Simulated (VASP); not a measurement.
# PN (Imm2) in VASP: a series of runs

Runs on PN. Level: PBE. Tasks: single point, relaxation of cell and atoms.

Program: VASP 6.6.1. These are calculated values, not measurements. Logs are shortened: lines on timing, memory, paths and dates and some standing lists are left out, and cuts for length are marked.

### 1 The cell of the first run

It takes space group Imm2 (No. 44, orthorhombic). Conventional cell: a = 2.778 Å, b = 5.389 Å, c = 4.580 Å, α = 90.00°, β = 90.00°, γ = 90.00°. Within 2.2 Å of P (site symmetry m) lie 3 N at 1.65 Å and 1 P at 1.65 Å. N (site symmetry m) has 3 P at 1.65 Å within 2.2 Å.

The cell was generated, and may not be a known phase.

### 2 Single point, PBE

Input file INCAR:

```
  PREC = Accurate
  ENCUT = 600
  EDIFF = 1E-6
  ISMEAR = 0
  SIGMA = 0.1
  LREAL = False
  LASPH = True
  NELM = 120
  ALGO = Normal
  ISIF = 2
  LWAVE = False
  LCHARG = False
  GGA = PE
  NBANDS = 18
  GGA_COMPAT = False
```

Input file KPOINTS:

```
Automatic mesh
0
Gamma
  8 8 8
```

Input file POSCAR:

```
PN
1.0
   -1.3889631000      2.6946072600      2.2901393700
    1.3889631000     -2.6946072600      2.2901393700
    1.3889631000      2.6946072600     -2.2901393700
P N
2 2
Direct
    0.2589471500      0.6057077100      0.6532394400
    0.9524682700      0.6057077100      0.3467605600
    0.0116296500      0.2630089100      0.7486207400
    0.5143881600      0.2630089100      0.2513792600
```

Potentials or basis: VASP PAW PBE potentials, release 64 (P, N).

Command:

```bash
> cat potpaw_PBE.64/P/POTCAR potpaw_PBE.64/N/POTCAR > POTCAR
> mpirun -np 1 vasp_std > vasp.out
```

OUTCAR:

```text
PREC = Accurate
   ENCUT = 600
   EDIFF = 1E-6
   ISMEAR = 0
   LREAL = False
   LASPH = True
   NELM = 120
   ISIF = 2
   GGA = PE

 ion  position               nearest neighbor table
   1  0.259  0.606  0.653-   4 1.65   4 1.65   3 1.65   2 1.65   2 2.87   2 2.87   2 2.87   2 2.87

   2  0.952  0.606  0.347-   3 1.65   3 1.65   4 1.65   1 1.65   1 2.87   1 2.87   1 2.87   1 2.87

   3  0.012  0.263  0.749-   2 1.65   2 1.65   1 1.65
   4  0.514  0.263  0.251-   1 1.65   1 1.65   2 1.65

  LATTYP: Found a body centered orthorhombic cell.
 ALAT       =     2.7779262000
 B/A-ratio  =     1.6488122471
 C/A-ratio  =     1.9400135684

  Lattice vectors:

 A1 = (   1.3889631000,  -2.6946072600,  -2.2901393700)
 A2 = (  -1.3889631000,  -2.6946072600,   2.2901393700)
 A3 = (  -1.3889631000,   2.6946072600,  -2.2901393700)

Analysis of symmetry for initial positions (statically):
=====================================================================
 Subroutine PRICEL returns:
 Original cell was already a primitive cell.

 Routine SETGRP: Setting up the symmetry group for a
 body centered orthorhombic supercell.

 Subroutine GETGRP returns: Found  4 space group operations
 (whereof  4 operations were pure point group operations)
 out of a pool of  8 trial point group operations.

The static configuration has the point symmetry C_2v.

Analysis of symmetry for dynamics (positions and initial velocities):
=====================================================================
 Subroutine PRICEL returns:
 Original cell was already a primitive cell.

 Routine SETGRP: Setting up the symmetry group for a
 body centered orthorhombic supercell.

 Subroutine GETGRP returns: Found  4 space group operations
 (whereof  4 operations were pure point group operations)
 out of a pool of  8 trial point group operations.

The dynamic configuration has the point symmetry C_2v.

 Subroutine INISYM returns: Found  4 space group operations
 (whereof  4 operations are pure point group operations),
 and found     1 'primitive' translations

----------------------------------------------------------------------------------------

                                     Primitive cell

  volume of cell :      34.2853

  direct lattice vectors                    reciprocal lattice vectors
    -1.388963100  2.694607260  2.290139370     0.000000000  0.185555798  0.218327324
     1.388963100 -2.694607260  2.290139370     0.359980766  0.000000000  0.218327324
     1.388963100  2.694607260 -2.290139370     0.359980766  0.185555798  0.000000000

  length of vectors
     3.799324297  3.799324297  3.799324297     0.286527092  0.421014218  0.404990254

  position of ions in fractional coordinates (direct lattice)
     0.258947150  0.605707710  0.653239440
     0.952468270  0.605707710  0.346760560
     0.011629650  0.263008910  0.748620740
     0.514388160  0.263008910  0.251379260

  ion indices of the primitive-cell ions
   primitive index   ion index
                 1           1
                 2           2
                 3           3
                 4           4

----------------------------------------------------------------------------------------

 KPOINTS: Automatic mesh

Automatic generation of k-mesh.
 Grid dimensions read from file:
 generate k-points for:    8    8    8

 Generating k-lattice:

  Cartesian coordinates                     Fractional coordinates (reciprocal lattice)
     0.000000000  0.023194475  0.027290915     0.125000000  0.000000000  0.000000000
     0.044997596  0.000000000  0.027290915     0.000000000  0.125000000  0.000000000
     0.044997596  0.023194475  0.000000000     0.000000000  0.000000000  0.125000000

  Length of vectors
     0.035815887  0.052626777  0.050623782

  Shift w.r.t. Gamma in fractional coordinates (k-lattice)
     0.000000000  0.000000000  0.000000000

 Subroutine IBZKPT returns following result:
 ===========================================

 Found     95 irreducible k-points:

 Following reciprocal coordinates:
            Coordinates               Weight
  0.000000  0.000000  0.000000      1.000000
  0.125000  0.000000  0.000000      4.000000
  0.250000  0.000000  0.000000      4.000000
  0.375000  0.000000  0.000000      4.000000
  0.500000  0.000000  0.000000      2.000000
 -0.000000  0.125000  0.000000      4.000000
[... 16 lines left out ...]
  0.125000  0.375000  0.000000      8.000000
  0.250000  0.375000  0.000000      8.000000
 [... further k-points ...]
   k-points           NKPTS =     95   k-points in BZ     NKDIM =     95   number of bands    NBANDS=     18
   number of dos      NEDOS =    301   number of ions     NIONS =      4
   total plane-waves  NPLWV =  27000
   dimension x,y,z NGX =    30 NGY =   30 NGZ =   30
   dimension x,y,z NGXF=    60 NGYF=   60 NGZF=   60
   ions per type =               2   2
   NGX,Y,Z   is equivalent  to a cutoff of  13.13, 13.13, 13.13 a.u.
   NGXF,Y,Z  is equivalent  to a cutoff of  26.25, 26.25, 26.25 a.u.
 SYSTEM =  unknown system
   PREC   = accura    normal or accurate (medium, high low for compatibility)
   ISTART =      0    job   : 0-new  1-cont  2-samecut
   ICHARG =      2    charge: 1-file 2-atom 10-const
   ISPIN  =      1    spin polarized calculation?
   LNONCOLLINEAR =      F non collinear calculations
   LSORBIT =      F    spin-orbit coupling
   LASPH  =      T    aspherical Exc in radial PAW
   ENCUT  =  600.0 eV  44.10 Ry    6.64 a.u.   7.59  7.59  7.59*2*pi/ulx,y,z
   NELM   =    120;   NELMIN=  2; NELMDL= -5     # of ELM steps
   EDIFF  = 0.1E-05   stopping-criterion for ELM
   LREAL  =      F    real-space projection
   EDIFFG = 0.1E-04   stopping-criterion for IOM
   NSW    =      0    number of steps for IOM
   IBRION =     -1    ionic relax: 0-MD 1-quasi-New 2-CG
   NFREE  =      0    steps in history (QN), initial steepest desc. (CG)
   ISIF   =      2    stress and relaxation
   ISYM   =      2    0-nonsym 1-usesym 2-fastsym
   POTIM  = 0.5000    time-step for ionic-motion
   TEBEG  =    0.0;   TEEND  =   0.0 temperature during run
   PSTRESS=    0.0 pullay stress
   NELECT =      20.0000    total number of electrons
   NUPDOWN=      -1.0000    fix difference up-down
   EMIN   =  10.00;   EMAX   =-10.00  energy-range for DOS
   EFERMI =   0.00;   METHOD = LEGACY
   ISMEAR =     0;   SIGMA  =   0.10  broadening in eV -4-tet -1-fermi 0-gaus
   EFERMI_NEDOS =   21; number of points for ismear=-14 and -15
   IALGO  =     38    algorithm
   IMIX   =      4    mixing-type and parameters
     AMIX     =   0.40;   BMIX     =  1.00
     AMIX_MAG =   1.60;   BMIX_MAG =  1.00
  volume/ion in A,a.u.               =       8.57        57.84
  Fermi-wavevector in a.u.,A,eV,Ry     =   1.367883  2.584923 25.457896  1.871103
  Thomas-Fermi vector in A             =   2.493896
   LORBIT       =      0    0 simple, 1 ext, 2 COOP (PROOUT), +10 PAW based schemes
   GGA     = PE    functional components
   LHFCALC =     F    Hartree Fock is set to
   AEXX    =    0.0000 exact exchange contribution
   IVDW    =     0    specifies the selected vdW correction
   LEPSILON=     F    determine dielectric tensor
   LRPA    =     F    only Hartree local field effects (RPA)
 non-spin polarized calculation
 Gauss-broadening in eV      SIGMA  =   0.10
  energy-cutoff  :      600.00
  volume of cell :       34.29
 maximum number of plane-waves:      1163
   NGX = 15   NGY = 15   NGZ = 15

 number of electron      20.0000001 magnetization

 Free energy of the ion-electron system (eV)
  ---------------------------------------------------
  ext. energy  EPLUGINS =         0.00000000
  ---------------------------------------------------
  free energy    TOTEN  =       -21.00605398 eV

  energy without entropy =      -21.00403455  energy(sigma->0) =      -21.00504426

 E-fermi :  13.3756     XC(G=0): -12.2602

 val. band max:       13.3457790666   @ k =  -0.0000   0.1250   0.0000
 cond. band min:      13.4783834299   @ k =  -0.2500   0.5000   0.2500
 fundamental gap:      0.1326043633
 Fermi energy:        13.3755500837

 k-point     1 :       0.0000    0.0000    0.0000
  band No.  band energies     occupation
      1     -11.5017      2.00000
      2      -6.1672      2.00000
      3      -1.3901      2.00000
      4       1.0845      2.00000
      5       3.0718      2.00000
      6       3.8028      2.00000
[... 10 lines left out ...]
     17      23.7013      0.00000
     18      24.5700      0.00000

 k-point     2 :       0.1250    0.0000    0.0000
  band No.  band energies     occupation
      1     -11.3708      2.00000
      2      -6.4856      2.00000
      3      -1.2605      2.00000
      4       0.8263      2.00000
      5       3.5151      2.00000
      6       3.8021      2.00000
[... 10 lines left out ...]
     17      23.8573      0.00000
     18      24.3950      0.00000

 k-point     3 :       0.2500    0.0000    0.0000
  band No.  band energies     occupation
      1     -10.9892      2.00000
      2      -7.2740      2.00000
      3      -1.0716      2.00000
      4       0.6975      2.00000
      5       3.8051      2.00000
      6       3.9389      2.00000
[... 10 lines left out ...]
     17      22.8081      0.00000
     18      23.8069      0.00000

 k-point     4 :       0.3750    0.0000    0.0000
  band No.  band energies     occupation
      1     -10.4102      2.00000
      2      -8.2123      2.00000
      3      -1.0425      2.00000
      4       1.0105      2.00000
      5       3.7768      2.00000
      6       3.8177      2.00000
[... 375 lines left out ...]
      4      -1.1019      2.00000
      5       1.7399      2.00000
      6       3.1995      2.00000
[... 10 lines left out ...]
     17      22.9486      0.00000
     18      25.7354      0.00000

 k-point    23 :       0.1250    0.3750    0.0000
  band No.  band energies     occupation
      1      -8.4025      2.00000
      2      -6.9045      2.00000
      3      -3.5826      2.00000
      4      -0.9293      2.00000
      5       1.2616      2.00000
      6       3.5653      2.00000
[... 10 lines left out ...]
     17      22.9452      0.00000
     18      25.4583      0.00000

 k-point    24 :       0.2500    0.3750    0.0000
  band No.  band energies     occupation
      1      -7.9319      2.00000
      2      -7.3618      2.00000
      3      -3.7954      2.00000
      4      -0.7289      2.00000
      5       0.9599      2.00000
      6       3.6907      2.00000
[... 10 lines left out ...]
     17      22.5968      0.00000
     18      24.5147      0.00000

 [... further k-points ...]

------------------------ aborting loop because EDIFF is reached ----------------------------------------

  FORCE on cell =-STRESS in cart. coord.  units (eV):
  Direction    XX          YY          ZZ          XY          YZ          ZX
  --------------------------------------------------------------------------------------
  -------------------------------------------------------------------------------------
  Total        7.2242118     46.2704040     11.1312261      0.0000000      0.0000000      0.0000000
  in kB      337.5926346   2162.2494053    520.1702382      0.0000000      0.0000000      0.0000000
  external PRESSURE =    1006.6707594 kB  Pullay stress =       0.0000000 kB

 VOLUME and BASIS-vectors are now :
 -----------------------------------------------------------------------------
  energy-cutoff  :      600.00
  volume of cell :       34.29
      direct lattice vectors                 reciprocal lattice vectors
    -1.388963100  2.694607260  2.290139370     0.000000000  0.185555798  0.218327324
     1.388963100 -2.694607260  2.290139370     0.359980766  0.000000000  0.218327324
     1.388963100  2.694607260 -2.290139370     0.359980766  0.185555798  0.000000000

 POSITION                                       TOTAL-FORCE (eV/Angst)
 -----------------------------------------------------------------------------------
      1.38896      0.82584      0.48417         0.000000     15.176250     -0.615976
      0.00000      1.86877      2.77431        -0.000000    -15.176250     -0.615976
      1.38896      1.33987     -1.08549         0.000000     -1.478577      0.615976
      0.00000      1.35474      1.20465         0.000000      1.478577      0.615976
 -----------------------------------------------------------------------------------
    total drift:                               -0.000009      0.000019      0.000133

  FREE ENERGIE OF THE ION-ELECTRON SYSTEM (eV)
  ---------------------------------------------------
  free  energy   TOTEN  =       -21.0060539756 eV

  energy  without entropy=      -21.0040345514  energy(sigma->0) =      -21.00504426
```

It took 31 s on 1 thread of Intel Xeon 6975P-C (Granite Rapids), shared host; peak memory 0.2 GiB.

Results:

```
Free energy            : -21.0061 eV
Pressure               : 100.7 GPa
Largest force          : 15.189 eV/Å
Band gap on the k mesh : zero (bands 10 and 11 overlap by 0.79 eV)
```

Forces on the atoms (eV/Å):
```
P     0.000  15.176  -0.616
P     0.000 -15.176  -0.616
N     0.000  -1.479   0.616
N     0.000   1.479   0.616
```

Stress tensor (GPa, compression positive):
```
 33.76   0.00   0.00
  0.00 216.22   0.00
  0.00   0.00  52.02
```

Levels at points of the mesh, in eV from the Fermi level:
```
           k point  band 6  band 7  band 8  band 9  band 10  band 11  band 12  band 13  band 14  band 15
(0.00, 0.00, 0.00)   -9.57   -8.42   -6.26   -6.04    -1.65    -0.44     0.14     2.07     5.56     7.66
(0.50, 0.00, 0.00)   -9.55   -8.91   -7.83   -4.34    -1.43     0.80     1.82     4.74     5.73     6.92
(0.00, 0.50, 0.00)  -10.47   -9.20   -7.10   -4.16    -1.80     0.55     1.47     2.59     6.42     6.69
(0.50, 0.50, 0.00)  -12.23   -9.06   -6.94   -5.73    -0.60     0.12     3.33     5.47     6.18     6.90
(0.50, 0.50, 0.50)   -7.79   -7.63   -5.00   -3.68    -1.86     2.21     2.99     3.52     4.76     4.95
```

Caveat: the stress differs along the axes, from 34 to 216 GPa; forces of over 1 eV/Å act on the atoms, so gaps and moduli don't describe the material at rest.

(Part 1 of 3 ends here.)

The gap in the log of VASP goes by the Fermi energy; the results here count the filled bands.